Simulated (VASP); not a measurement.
# Li6I2NCl (Fm-3m) in VASP: single point with PBE

Aim: the single point of Li6I2NCl with PBE.

Everything below comes from runs of VASP 6.6.1. Logs are shortened: lines on timing, memory, paths and dates and some standing lists are left out, and cuts for length are marked.

## 1. The cell of the first run

Symmetry: Fm-3m, No. 225, cubic system. The conventional cell has a = 9.122 Å, b = 9.122 Å, c = 9.122 Å, α = 90.00°, β = 90.00°, γ = 90.00°. Within 4.0 Å of Cl (site symmetry m-3m) lie 6 Li at 2.89 Å and 8 I at 3.95 Å. Within 4.3 Å of I (site symmetry -43m) lie 12 Li at 3.28 Å and 4 N at 3.95 Å and 4 Cl at 3.95 Å. Within 2.2 Å of N (site symmetry m-3m) lie 6 Li at 1.67 Å. Li (site symmetry 4mm) has 1 N at 1.67 Å within 2.2 Å.

## 2. Single point, PBE

INCAR reads:

```
  ALGO = Normal
  EDIFF = 1E-6
  ENCUT = 750
  GGA = PE
  GGA_COMPAT = F
  ISIF = 2
  ISMEAR = -1
  LASPH = T
  LCHARG = T
  LELF = T
  LREAL = F
  LVHAR = T
  LWAVE = F
  NBANDS = 33
  NELM = 120
  PREC = Accurate
  SIGMA = 0.1
```

KPOINTS reads:

```
k-points
0
Gamma
  5 5 5
```

POSCAR reads:

```
Li6I2NCl
1.0
    0.0000000000      4.5610290000      4.5610290000
    4.5610290000      0.0000000000      4.5610290000
    4.5610290000      4.5610290000      0.0000000000
Cl I N Li
1 2 1 6
Direct
    0.0000000000      0.0000000000      0.0000000000
    0.7500000000      0.7500000000      0.7500000000
    0.2500000000      0.2500000000      0.2500000000
    0.5000000000      0.5000000000      0.5000000000
    0.6834000000      0.3166000000      0.6834000000
    0.6834000000      0.3166000000      0.3166000000
    0.3166000000      0.6834000000      0.3166000000
    0.3166000000      0.6834000000      0.6834000000
    0.6834000000      0.6834000000      0.3166000000
    0.3166000000      0.3166000000      0.6834000000
```

Potentials or basis: VASP PAW PBE potentials, release 64 (Cl, I, N, Li_sv).

Started as:

```bash
$ cat potpaw_PBE.64/Cl/POTCAR potpaw_PBE.64/I/POTCAR potpaw_PBE.64/N/POTCAR potpaw_PBE.64/Li_sv/POTCAR > POTCAR
$ mpirun -np 1 vasp_std > vasp.out
```

OUTCAR:

```text
EDIFF = 1E-6
   ENCUT = 750
   GGA = PE
   ISIF = 2
   ISMEAR = -1
   LASPH = T
   LREAL = F
   NELM = 120
   PREC = Accurate

 ion  position               nearest neighbor table
   1  0.000  0.000  0.000-
   2  0.750  0.750  0.750-
   3  0.250  0.250  0.250-
   4  0.500  0.500  0.500-   5 1.67   6 1.67   7 1.67   8 1.67   9 1.67  10 1.67
   5  0.683  0.317  0.683-   4 1.67   6 2.37   8 2.37   9 2.37  10 2.37
   6  0.683  0.317  0.317-   4 1.67   5 2.37   7 2.37   9 2.37  10 2.37
   7  0.317  0.683  0.317-   4 1.67   6 2.37   8 2.37   9 2.37  10 2.37
   8  0.317  0.683  0.683-   4 1.67   5 2.37   7 2.37   9 2.37  10 2.37
   9  0.683  0.683  0.317-   4 1.67   5 2.37   6 2.37   7 2.37   8 2.37
  10  0.317  0.317  0.683-   4 1.67   5 2.37   6 2.37   7 2.37   8 2.37

  LATTYP: Found a face centered cubic cell.
 ALAT       =     9.1220580000

  Lattice vectors:

 A1 = (   0.0000000000,   4.5610290000,   4.5610290000)
 A2 = (   4.5610290000,   0.0000000000,   4.5610290000)
 A3 = (   4.5610290000,   4.5610290000,   0.0000000000)

Analysis of symmetry for initial positions (statically):
=====================================================================
 Subroutine PRICEL returns:
 Original cell was already a primitive cell.

 Routine SETGRP: Setting up the symmetry group for a
 face centered cubic supercell.

 Subroutine GETGRP returns: Found 48 space group operations
 (whereof 48 operations were pure point group operations)
 out of a pool of 48 trial point group operations.

The static configuration has the point symmetry O_h .

Analysis of symmetry for dynamics (positions and initial velocities):
=====================================================================
 Subroutine PRICEL returns:
 Original cell was already a primitive cell.

 Routine SETGRP: Setting up the symmetry group for a
 face centered cubic supercell.

 Subroutine GETGRP returns: Found 48 space group operations
 (whereof 48 operations were pure point group operations)
 out of a pool of 48 trial point group operations.

The dynamic configuration has the point symmetry O_h .

 Subroutine INISYM returns: Found 48 space group operations
 (whereof 48 operations are pure point group operations),
 and found     1 'primitive' translations

----------------------------------------------------------------------------------------

                                     Primitive cell

  volume of cell :     189.7660

  direct lattice vectors                    reciprocal lattice vectors
     0.000000000  4.561029000  4.561029000    -0.109624385  0.109624385  0.109624385
     4.561029000  0.000000000  4.561029000     0.109624385 -0.109624385  0.109624385
     4.561029000  4.561029000  0.000000000     0.109624385  0.109624385 -0.109624385

  length of vectors
     6.450269070  6.450269070  6.450269070     0.189875005  0.189875005  0.189875005

  position of ions in fractional coordinates (direct lattice)
     0.000000000  0.000000000  0.000000000
     0.750000000  0.750000000  0.750000000
     0.250000000  0.250000000  0.250000000
     0.500000000  0.500000000  0.500000000
     0.683400000  0.316600000  0.683400000
     0.683400000  0.316600000  0.316600000
     0.316600000  0.683400000  0.316600000
     0.316600000  0.683400000  0.683400000
     0.683400000  0.683400000  0.316600000
     0.316600000  0.316600000  0.683400000

  ion indices of the primitive-cell ions
   primitive index   ion index
                 1           1
                 2           2
                 3           3
                 4           4
                 5           5
                 6           6
                 7           7
                 8           8
                 9           9
                10          10

----------------------------------------------------------------------------------------

 KPOINTS: k-points

Automatic generation of k-mesh.
 Grid dimensions read from file:
 generate k-points for:    5    5    5

 Generating k-lattice:

  Cartesian coordinates                     Fractional coordinates (reciprocal lattice)
    -0.021924877  0.021924877  0.021924877     0.200000000  0.000000000  0.000000000
     0.021924877 -0.021924877  0.021924877     0.000000000  0.200000000  0.000000000
     0.021924877  0.021924877 -0.021924877     0.000000000  0.000000000  0.200000000

  Length of vectors
     0.037975001  0.037975001  0.037975001

  Shift w.r.t. Gamma in fractional coordinates (k-lattice)
     0.000000000  0.000000000  0.000000000

 Subroutine IBZKPT returns following result:
 ===========================================

 Found     10 irreducible k-points:

 Following reciprocal coordinates:
            Coordinates               Weight
  0.000000  0.000000  0.000000      1.000000
  0.200000  0.000000  0.000000      8.000000
  0.400000  0.000000  0.000000      8.000000
  0.200000  0.200000  0.000000      6.000000
  0.400000  0.200000  0.000000     24.000000
 -0.400000  0.200000  0.000000     24.000000
 -0.200000  0.200000  0.000000     12.000000
  0.400000  0.400000  0.000000      6.000000
 -0.400000  0.400000  0.000000     12.000000
 -0.400000  0.400000  0.200000     24.000000
   k-points           NKPTS =     10   k-points in BZ     NKDIM =     10   number of bands    NBANDS=     33
   number of dos      NEDOS =    301   number of ions     NIONS =     10
   total plane-waves  NPLWV = 216000
   dimension x,y,z NGX =    60 NGY =   60 NGZ =   60
   dimension x,y,z NGXF=   120 NGYF=  120 NGZF=  120
   ions per type =               1   2   1   6
   NGX,Y,Z   is equivalent  to a cutoff of  15.46, 15.46, 15.46 a.u.
   NGXF,Y,Z  is equivalent  to a cutoff of  30.93, 30.93, 30.93 a.u.
 SYSTEM =  unknown system
   PREC   = accura    normal or accurate (medium, high low for compatibility)
   ISTART =      0    job   : 0-new  1-cont  2-samecut
   ICHARG =      2    charge: 1-file 2-atom 10-const
   ISPIN  =      1    spin polarized calculation?
   LNONCOLLINEAR =      F non collinear calculations
   LSORBIT =      F    spin-orbit coupling
   LASPH  =      T    aspherical Exc in radial PAW
   ENCUT  =  750.0 eV  55.12 Ry    7.42 a.u.  14.40 14.40 14.40*2*pi/ulx,y,z
   NELM   =    120;   NELMIN=  2; NELMDL= -5     # of ELM steps
   EDIFF  = 0.1E-05   stopping-criterion for ELM
   LREAL  =      F    real-space projection
   EDIFFG = 0.1E-04   stopping-criterion for IOM
   NSW    =      0    number of steps for IOM
   IBRION =     -1    ionic relax: 0-MD 1-quasi-New 2-CG
   NFREE  =      0    steps in history (QN), initial steepest desc. (CG)
   ISIF   =      2    stress and relaxation
   ISYM   =      2    0-nonsym 1-usesym 2-fastsym
   POTIM  = 0.5000    time-step for ionic-motion
   TEBEG  =    0.0;   TEEND  =   0.0 temperature during run
   PSTRESS=    0.0 pullay stress
   NELECT =      44.0000    total number of electrons
   NUPDOWN=      -1.0000    fix difference up-down
   EMIN   =  10.00;   EMAX   =-10.00  energy-range for DOS
   EFERMI =   0.00;   METHOD = LEGACY
   ISMEAR =    -1;   SIGMA  =   0.10  broadening in eV -4-tet -1-fermi 0-gaus
   EFERMI_NEDOS =   21; number of points for ismear=-14 and -15
   IALGO  =     38    algorithm
   IMIX   =      4    mixing-type and parameters
     AMIX     =   0.40;   BMIX     =  1.00
     AMIX_MAG =   1.60;   BMIX_MAG =  1.00
  volume/ion in A,a.u.               =      18.98       128.06
  Fermi-wavevector in a.u.,A,eV,Ry     =   1.005741  1.900575 13.762501  1.011515
  Thomas-Fermi vector in A             =   2.138440
   LORBIT       =      0    0 simple, 1 ext, 2 COOP (PROOUT), +10 PAW based schemes
   GGA     = PE    functional components
   LHFCALC =     F    Hartree Fock is set to
   AEXX    =    0.0000 exact exchange contribution
   IVDW    =     0    specifies the selected vdW correction
   LEPSILON=     F    determine dielectric tensor
   LRPA    =     F    only Hartree local field effects (RPA)
 non-spin polarized calculation
  energy-cutoff  :      750.00
  volume of cell :      189.77
 maximum number of plane-waves:      8872
 NGX is ok and might be reduce to    60
   NGX = 29   NGY = 29   NGZ = 29

 number of electron      44.0000007 magnetization

 Free energy of the ion-electron system (eV)
  ---------------------------------------------------
  ext. energy  EPLUGINS =         0.00000000
  ---------------------------------------------------
  free energy    TOTEN  =       -32.65383888 eV

  energy without entropy =      -32.65383883  energy(sigma->0) =      -32.65383886

 E-fermi :   3.7098     XC(G=0):  -8.1848

 val. band max:        1.8371886850   @ k =   0.0000   0.0000   0.0000
 cond. band min:       5.1169361327   @ k =   0.0000   0.0000   0.0000
 fundamental gap:      3.2797474477
 Fermi energy:         3.7097511463

 k-point     1 :       0.0000    0.0000    0.0000
  band No.  band energies     occupation
      1     -42.3057      2.00000
      2     -42.2011      2.00000
      3     -42.2011      2.00000
      4     -42.2011      2.00000
      5     -42.1518      2.00000
      6     -42.1518      2.00000
[... 25 lines left out ...]
     32      11.0290      0.00000
     33      11.3175      0.00000

 k-point     2 :       0.2000    0.0000    0.0000
  band No.  band energies     occupation
      1     -42.3057      2.00000
      2     -42.2011      2.00000
      3     -42.2010      2.00000
      4     -42.2010      2.00000
      5     -42.1518      2.00000
      6     -42.1518      2.00000
[... 25 lines left out ...]
     32       9.9620      0.00000
     33       9.9703      0.00000
[... 250 lines left out ...]
     32       9.7100      0.00000
     33       9.8680      0.00000

 k-point    10 :      -0.4000    0.4000    0.2000
  band No.  band energies     occupation
      1     -42.3055      2.00000
      2     -42.2011      2.00000
      3     -42.2011      2.00000
      4     -42.2011      2.00000
      5     -42.1519      2.00000
      6     -42.1518      2.00000
[... 25 lines left out ...]
     32       9.0233      0.00000
     33       9.5300      0.00000

------------------------ aborting loop because EDIFF is reached ----------------------------------------

  FORCE on cell =-STRESS in cart. coord.  units (eV):
  Direction    XX          YY          ZZ          XY          YZ          ZX
  --------------------------------------------------------------------------------------
  -------------------------------------------------------------------------------------
  Total        7.9918120      7.9918120      7.9918120     -0.0000000      0.0000000      0.0000000
  in kB       67.4741383     67.4741383     67.4741383     -0.0000000      0.0000000      0.0000000
  external PRESSURE =      67.4741383 kB  Pullay stress =       0.0000000 kB

 VOLUME and BASIS-vectors are now :
 -----------------------------------------------------------------------------
  energy-cutoff  :      750.00
  volume of cell :      189.77
      direct lattice vectors                 reciprocal lattice vectors
     0.000000000  4.561029000  4.561029000    -0.109624385  0.109624385  0.109624385
     4.561029000  0.000000000  4.561029000     0.109624385 -0.109624385  0.109624385
     4.561029000  4.561029000  0.000000000     0.109624385  0.109624385 -0.109624385

 POSITION                                       TOTAL-FORCE (eV/Angst)
 -----------------------------------------------------------------------------------
      0.00000      0.00000      0.00000         0.000000     -0.000000      0.000000
      6.84154      6.84154      6.84154         0.000000      0.000000      0.000000
      2.28051      2.28051      2.28051        -0.000000     -0.000000     -0.000000
      4.56103      4.56103      4.56103         0.000000     -0.000000     -0.000000
      4.56103      6.23401      4.56103         0.000000      3.304976      0.000000
      2.88804      4.56103      4.56103        -3.304976     -0.000000      0.000000
      4.56103      2.88804      4.56103         0.000000     -3.304976      0.000000
      6.23401      4.56103      4.56103         3.304976     -0.000000      0.000000
      4.56103      4.56103      6.23401         0.000000     -0.000000      3.304976
      4.56103      4.56103      2.88804         0.000000     -0.000000     -3.304976
 -----------------------------------------------------------------------------------
    total drift:                                0.000000      0.000000      0.000000

  FREE ENERGIE OF THE ION-ELECTRON SYSTEM (eV)
  ---------------------------------------------------
  free  energy   TOTEN  =       -32.6538388830 eV

  energy  without entropy=      -32.6538388344  energy(sigma->0) =      -32.65383886
```

Run time: 5.6 min. Hardware: 1 thread of Intel Xeon 8259CL, shared host; peak memory 0.56 GiB.

What came out:

* Free energy: -32.6538 eV
* Pressure: 6.7 GPa
* Largest force: 3.305 eV/Å
* Band gap on the k mesh: 3.28 eV

Forces on the atoms (eV/Å):
```
Cl   0.000  0.000  0.000
I    0.000  0.000  0.000
I    0.000  0.000  0.000
N    0.000  0.000  0.000
Li   0.000  3.305  0.000
Li  -3.305  0.000  0.000
Li   0.000 -3.305  0.000
Li   3.305  0.000  0.000
Li   0.000  0.000  3.305
Li   0.000  0.000 -3.305
```

Caveat: the cell stands under pressure; spin-orbit coupling is left out, which moves the levels of the heavy elements; forces of over 1 eV/Å act on the atoms, so gaps and moduli don't describe the material at rest.
